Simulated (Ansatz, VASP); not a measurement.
# SiC3: VASP beside Ansatz

INCAR

```
SYSTEM = SiC3
  PREC = Accurate
  ENCUT = 600
  EDIFF = 1E-6
  ISMEAR = 0
  SIGMA = 0.02
  LREAL = .False.
  LASPH = .True.
  NELM = 100
  ALGO = Normal
  ISIF = 3
  LWAVE = .False.
  LCHARG = .False.
  GGA = PE
  IBRION = 2
  NSW = 100
  EDIFFG = -0.01
```

File KPOINTS:

```
Automatic mesh
0
Gamma
  6 6 10
  0 0 0
```

Contents of POSCAR:

```
SiC3
1.0
    5.6099665035      0.0000000000      0.0000000000
    0.0000000000      5.6099665035      0.0000000000
    0.0000000000      0.0000000000      3.0562329492
Si C
1 3
Direct
    0.0000000000      0.0000000000      0.0000000000
    0.5000000000      0.5000000000      0.2134401762
    0.0000000000      0.0000000000      0.5000000000
    0.5000000000      0.5000000000      0.7865598238
```

Input for Ansatz:

```yaml
crystal:
  lattice:
    - [5.6099665035, 0.0, 0.0]
    - [0.0, 5.6099665035, 0.0]
    - [0.0, 0.0, 3.0562329492]
  atoms:
    - { symbol: Si, position: [0.0, 0.0, 0.0] }
    - { symbol: C, position: [0.5, 0.5, 0.2134401762] }
    - { symbol: C, position: [0.0, 0.0, 0.5] }
    - { symbol: C, position: [0.5, 0.5, 0.7865598238] }
basis:
  ecutwfc: 420
kpoints:
  mp_grid: { grid: [6, 6, 10] }
hamiltonian:
  xc: pbe
scf:
  occupations: { method: gaussian, width: 0.02 }
output:
  forces: true
  stress: true
  eigenvalues: true
relax:
  adjacent_minimum: "off"
  f_tol: 0.01
  max_steps: 80
  cell: { stress_tol: 0.05 }
```

Alike in both runs: task relaxation of cell and atoms; functional PBE; k mesh 6 × 6 × 10; occupations gaussian, width 0.02 eV; no spin polarisation.

```csv
,VASP,Ansatz
version,VASP 6.6.1,Ansatz 0.2.0
potentials or method,"VASP PAW PBE potentials, release 64 (Si, C), cutoff 600 eV","scalar-relativistic, plane waves, PAW"
valence electrons in the cell,16,16
```

```tsv
	VASP	Ansatz	Ansatz less VASP
gap on the k mesh at the Fermi level, each at its own relaxed structure (eV)	1.18	1.15	-0.033
relaxed volume (Å³/atom)	24.03	24.05	+0.021
relaxed cell length with the largest relative difference (Å)	3.054	3.056	+0.0019
```
